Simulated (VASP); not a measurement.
A run of VASP 6.6.1:

File INCAR:

```
  ALGO = Normal
  EDIFF = 1E-6
  ENCUT = 520
  GGA = PE
  ISIF = 2
  ISMEAR = 0
  LASPH = T
  LCHARG = F
  LREAL = F
  LWAVE = F
  NBANDS = 32
  NELM = 100
  PREC = Accurate
  SIGMA = 0.1
```

Contents of KPOINTS:

```
k-points
0
Gamma
  3 3 6
```

POSCAR

```
Nd2AlAs3
1.0
    6.5599607100      0.0000000000      0.0000000000
   -3.2799803500      5.6810926200      0.0000000000
    0.0000000000      0.0000000000      3.5499992400
Nd Al As
2 1 3
Direct
    0.3333333300      0.6666666700      0.0000000000
    0.6666666700      0.3333333300      0.0000000000
    0.0000000000      0.0000000000      0.0000000000
    0.5000000000      0.0000000000      0.5000000000
    0.5000000000      0.5000000000      0.5000000000
    0.0000000000      0.5000000000      0.5000000000
```

Potentials or basis: VASP PAW PBE potentials, release 64 (Nd, Al, As).

Run with:

```console
$ cat potpaw_PBE.64/Nd/POTCAR potpaw_PBE.64/Al/POTCAR potpaw_PBE.64/As/POTCAR > POTCAR
$ mpirun -np 1 vasp_std > vasp.out
```

Hardware: 1 thread of AMD EPYC 7R43 64-Core Processor (Zen 3), with other jobs on the host.

Estimate the wall time of this run.

It took 5.4 min on 1 thread of AMD EPYC 7R43 64-Core Processor (Zen 3) (shared host), peak memory 0.28 GiB. Counts: scf iterations 36, k points 12.
